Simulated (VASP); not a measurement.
Write the native input for VASP 6.6.1 that does the following.

- Task: single point
- Functional: PBE
- Potentials or basis: VASP PAW PBE potentials, release 64 (W_sv, S)
- Cutoff: 520 eV
- k mesh: 14 × 14 × 8
- Occupations: gaussian, width 0.1 eV
- Spin: no spin polarisation
- Dipole correction: no
- Further INCAR settings: ALGO = Normal; EDIFF = 1e-06; NBANDS = 20

The structure of WS2 lies in POSCAR:

```
WS2
1.0
    3.5074830534      0.0000000000      0.0000000000
    0.0000000000      3.5074830534      0.0000000000
    0.0000000000      0.0000000000      6.4479102188
W S
1 2
Direct
    0.0000000000      0.0000000000      0.0000000000
    0.5000000000      0.0000000000      0.2243369596
    0.0000000000      0.5000000000      0.7756630404
```

This cell differs from its parent crystal: atoms taken out.

One way to write it, as run:

INCAR

```
PREC = Accurate
ENCUT = 520
EDIFF = 1E-6
ISMEAR = 0
SIGMA = 0.1
LREAL = False
LASPH = True
NELM = 60
ALGO = Normal
ISIF = 2
LWAVE = False
LCHARG = True
GGA = PE
LELF = True
LVHAR = True
NBANDS = 20
```

KPOINTS

```
Automatic mesh
0
Gamma
  14 14 8
```

Potentials or basis: VASP PAW PBE potentials, release 64 (W_sv, S).

Run with:

```bash
$ cat potpaw_PBE.64/W_sv/POTCAR potpaw_PBE.64/S/POTCAR > POTCAR
$ mpirun -np 1 vasp_std > vasp.out
```

It gave:

```yaml
Pressure: 0.0 GPa
Largest_force: 0.013 eV/Å
Band_gap_on_the_k_mesh: zero (bands 13 and 14 overlap by 1.00 eV)
```

Caveat: the cell differs from its parent crystal (atoms taken out); spin-orbit coupling is left out, which moves the levels of the heavy elements; this functional lacks dispersion, which binds the layers, so the pressure and a relaxed spacing across them are unreliable.

Run time: 87 s on 1 thread of Intel(R) Xeon(R) 6975P-C (Granite Rapids) (shared host), peak memory 0.37 GiB.
